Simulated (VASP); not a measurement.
Input of a VASP 6.6.1 run:

The input INCAR:

```
PREC = Accurate ; ENCUT = 520
EDIFF = 1E-6 ; ISMEAR = -1
SIGMA = 0.1 ; LREAL = False
LASPH = True ; NELM = 100
ALGO = Normal ; ISIF = 2
LWAVE = False ; LCHARG = True
LELF = True ; LVHAR = True
NBANDS = 29
```

File KPOINTS:

```
Automatic mesh
0
Gamma
  7 7 7
```

The input POSCAR:

```
LiIn3
1.0
   -2.2380160000      2.2380160000      4.5929780000
    2.2380160000     -2.2380160000      4.5929780000
    2.2380160000      2.2380160000     -4.5929780000
Li In
1 3
Direct
    0.0000000000      0.0000000000      0.0000000000
    0.7500000000      0.2500000000      0.5000000000
    0.2500000000      0.7500000000      0.5000000000
    0.5000000000      0.5000000000      0.0000000000
```

Potentials or basis: VASP PAW LDA potentials, release 64 (Li_sv, In_d).

Launch:

```sh
$ cat potpaw_LDA.64/Li_sv/POTCAR potpaw_LDA.64/In_d/POTCAR > POTCAR
$ mpirun -np 1 vasp_std > vasp.out
```

**Question.** Estimate the band gap on the k mesh.

**Answer.** Zero (band 21 reaches 8.40 eV, above the bottom of band 22 at 5.37 eV).

Caveat: spin-orbit coupling is left out, which moves the levels of the heavy elements.
